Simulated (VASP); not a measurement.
A run of VASP 6.6.1:

The input INCAR:

```
PREC = Accurate ; ENCUT = 520
EDIFF = 1E-6 ; ISMEAR = 0
SIGMA = 0.1 ; LREAL = F
LASPH = T ; NELM = 100
ALGO = Normal ; ISIF = 2
LWAVE = F ; LCHARG = F
GGA = PE ; NBANDS = 22
```

The input KPOINTS:

```
Automatic mesh
0
Gamma
  10 10 10
```

Contents of POSCAR:

```
Sb3Pb
1.0
    4.8768377223      0.0000000000      0.0000000000
    0.0000000000      4.8768377223      0.0000000000
    0.0000000000      0.0000000000      4.8768377223
Sb Pb
3 1
Direct
    0.0000000000      0.5000000000      0.5000000000
    0.5000000000      0.0000000000      0.5000000000
    0.5000000000      0.5000000000      0.0000000000
    0.0000000000      0.0000000000      0.0000000000
```

Potentials or basis: VASP PAW PBE potentials, release 64 (Sb, Pb_d).

Command:

```console
$ cat potpaw_PBE.64/Sb/POTCAR potpaw_PBE.64/Pb_d/POTCAR > POTCAR
$ mpirun -np 1 vasp_std > vasp.out
```

Hardware: 1 thread of Intel(R) Xeon(R) 6975P-C (Granite Rapids), on a shared host.

Q: How long does it take, and how much memory?

A: Run time: 39 s on 1 thread of Intel(R) Xeon(R) 6975P-C (Granite Rapids), on a shared host, peak memory 0.29 GiB. Counts: scf iterations 11, k points 56.
